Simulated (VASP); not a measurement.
## Ge2N: relaxation of cell and atoms with PBE

Ge2N:

```xyz
6
Lattice="0.0000 3.6942 3.6942 3.6942 0.0000 3.6942 3.6942 3.6942 0.0000" Properties=species:S:1:pos:R:3 pbc="T T T"
Ge    0.9236    0.9236    0.9236
Ge    0.9236    2.7707    2.7707
Ge    2.7707    2.7707    0.9236
Ge    2.7707    0.9236    2.7707
N     3.6942    3.6942    3.6942
N     5.5413    5.5413    5.5413
```

The cell was generated, and may not be a known phase.

| Item | Value |
| --- | --- |
| Program | VASP 6.6.1 |
| Task | relaxation of cell and atoms |
| Functional | PBE |
| Potentials or basis | VASP PAW PBE potentials, release 64 (Ge_d, N) |
| Cutoff | 600 eV |
| k mesh | 10 × 10 × 10 |
| Occupations | gaussian, width 0.1 eV |
| Spin | no spin polarisation |
| Dipole correction | no |
| Further INCAR settings | ALGO = Normal; EDIFF = 1e-06; IBRION = 2; EDIFFG = -0.01; NSW = 100; ISIF = 3 |

```yaml
Relaxed_volume: 16.78 Å³/atom
Relaxed_cell: a = 5.222 Å, b = 5.222 Å, c = 5.222 Å, α = 60.00°, β = 60.00°, γ = 60.00°
Space_group_after_relaxing_to_0.1_Å: Fd-3m (No. 227)
Energy_gained_by_relaxing: 0.0 meV/atom
Ionic_steps: 3
Pressure_after_relaxing: -0.1 GPa
Band_gap_on_the_k_mesh: zero (bands 33 and 34 overlap by 0.81 eV)
```

Final structure:
```
Ge N
1.0
     0.00000    3.69271    3.69271
     3.69271    0.00000    3.69271
     3.69271    3.69271    0.00000
Ge N
4 2
Direct
  0.12500 0.12500 0.12500
  0.62500 0.12500 0.12500
  0.12500 0.12500 0.62500
  0.12500 0.62500 0.12500
  0.50000 0.50000 0.50000
  0.75000 0.75000 0.75000
```

Levels at points of the mesh, in eV from the Fermi level:
| k point | band 30 | band 31 | band 32 | band 33 | band 34 | band 35 | band 36 | band 37 |
| --- | --- | --- | --- | --- | --- | --- | --- | --- |
| (0.00, 0.00, 0.00) | -3.75 | -1.44 | -1.44 | -1.44 | -0.62 | -0.62 | 1.23 | 1.23 |
| (0.50, 0.00, 0.00) | -1.11 | -0.62 | -0.62 | 0.19 | 0.40 | 0.40 | 2.31 | 2.74 |
| (0.50, 0.50, 0.00) | -0.91 | -0.27 | -0.27 | 0.01 | 0.01 | 1.73 | 1.73 | 2.17 |

Wall time 9.5 min on 1 thread of Intel Xeon 8259CL (shared host), peak memory 0.39 GiB.
